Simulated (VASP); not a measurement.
Here is a VASP 6.6.1 calculation.

Contents of INCAR:

```
PREC = Accurate
ENCUT = 500
EDIFF = 1E-6
ISMEAR = 0
SIGMA = 0.01
LREAL = False
LASPH = True
NELM = 120
ALGO = Normal
ISIF = 2
LWAVE = False
LCHARG = False
GGA = PE
NBANDS = 16
GGA_COMPAT = False
```

The input KPOINTS:

```
Automatic mesh
0
Gamma
  5 5 5
```

Contents of POSCAR:

```
ZnS
1.0
    0.0000000000      2.6391362837      2.6391362837
    2.6391362837      0.0000000000      2.6391362837
    2.6391362837      2.6391362837      0.0000000000
Zn S
1 1
Direct
    0.2500000000      0.2500000000      0.2500000000
    0.0000000000      0.0000000000      0.0000000000
```

Potentials or basis: VASP PAW PBE potentials, release 64 (Zn, S).

Launch:

```bash
$ cat potpaw_PBE.64/Zn/POTCAR potpaw_PBE.64/S/POTCAR > POTCAR
$ mpirun -np 1 vasp_std > vasp.out
```

Estimate the band gap on the k mesh.

2.43 eV, direct.

Estimate the pressure.

8.2 GPa.
